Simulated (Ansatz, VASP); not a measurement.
# Two plane-wave programs on ZnS

```
Zn S
1.0
     3.67676    0.00000    0.00000
     0.00000    3.67676    0.00000
     0.00000    0.00000    6.03326
Zn S
2 2
Direct
  0.50000 0.50000 0.25000
  0.50000 0.50000 0.75000
  0.00000 0.50000 0.00000
  0.50000 0.00000 0.50000
```

Change from the starting cell: ordered vacancies on the cation sites of antifluorite (P4_2/mmc, No. 131).

Alike in both runs: functional PBE; k mesh 4 × 4 × 4; occupations gaussian, width 0.1 eV; no spin polarisation.

Ansatz relaxed the structure, and its values are those at the end. VASP's run is a single point on that final structure, the one shown.

```csv
,VASP,Ansatz
version,VASP 6.6.1,Ansatz 0.2.0
potentials or method,"VASP PAW PBE potentials, release 64 (Zn, S), cutoff 520 eV","scalar-relativistic, plane waves, PAW"
valence electrons in the cell,36,36
```

VASP gave:

| Item | Value |
| --- | --- |
| gap on the k mesh at the Fermi level (eV) | none |
| pressure (GPa) | 0.1 |

Problem. What did Ansatz give for the same quantities?

Solution. gap on the k mesh at the Fermi level (eV): none; pressure (GPa): -0.1.

A gap of «none» marks a metal or a gap that the smearing closes.

The k mesh is coarse, so the values compare programs but aren't converged.
